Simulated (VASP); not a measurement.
Write the native input for VASP 6.6.1 that does the following.

- Task: single point
- Functional: PBEsol
- Potentials or basis: VASP PAW PBE potentials, release 64 (Na_pv)
- Cutoff: 520 eV
- k mesh: 11 × 11 × 11
- Occupations: fermi-dirac, width 0.1 eV
- Spin: no spin polarisation
- Dipole correction: no
- Further INCAR settings: ALGO = Normal; EDIFF = 1e-06; NBANDS = 10

The structure of Na lies in POSCAR:

```
Na
1.0
    3.2469980102      0.0000000000      0.0000000000
    0.0000000000      3.2469980102      0.0000000000
    0.0000000000      0.0000000000      3.2469980102
Na
1
Direct
    0.0000000000      0.0000000000      0.0000000000
```

This cell differs from its parent crystal: volume scaled by 0.88.

The input as run:

INCAR

```
SYSTEM = Na
ALGO = Normal
EDIFF = 1E-6
ENCUT = 520
GGA = PS
ISIF = 2
ISMEAR = -1
LASPH = .True.
LCHARG = .False.
LREAL = .False.
LWAVE = .False.
NBANDS = 10
NELM = 100
PREC = Accurate
SIGMA = 0.1
```

KPOINTS

```
k-points
0
Gamma
  11 11 11
  0 0 0
```

Potentials or basis: VASP PAW PBE potentials, release 64 (Na_pv).

Command:

```sh
$ cat potpaw_PBE.64/Na_pv/POTCAR > POTCAR
$ mpirun -np 1 vasp_std > vasp.out
```

It gave:

| Item | Value |
| --- | --- |
| Pressure | 1.0 GPa |

Caveat: the PAW data sets were made with another functional, which shifts forces and pressure a little.

It took 3 s on 1 thread of Intel(R) Xeon(R) 6975P-C (Granite Rapids) (shared host), peak memory 0.13 GiB.
